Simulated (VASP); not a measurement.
Crystal: PbSe (Clausthalite).

```xyz
2
Lattice="0.0000 2.9982 2.9982 2.9982 0.0000 2.9982 2.9982 2.9982 0.0000" Properties=species:S:1:pos:R:3 pbc="T T T"
Pb    0.0000    0.0000    0.0000
Se    2.9982    2.9982    2.9982
```

Base run:

| Property | Result |
| --- | --- |
| Program | VASP 6.6.1 |
| Functional | BLYP |
| Dispersion | D4 |
| Potentials or basis | VASP PAW PBE potentials, release 64 (Pb_d, Se) |
| Cutoff | 520 eV |
| k mesh | 8 × 8 × 8 |
| Occupations | fermi-dirac, width 0.05 eV |
| Spin | no spin polarisation |

Its results: band gap on the k mesh 0.19 eV, direct; pressure 6.0 GPa.

Problem. The run is repeated on the same cell with these changes: functional from BLYP to revPBE. What comes out?

Solution. Band gap on the k mesh 0.12 eV, direct; pressure 3.9 GPa.

Caveats: the PAW data sets were made with another functional, which shifts forces and pressure a little; spin-orbit coupling is left out, which moves the levels of the heavy elements.

A k mesh can miss the band edges.
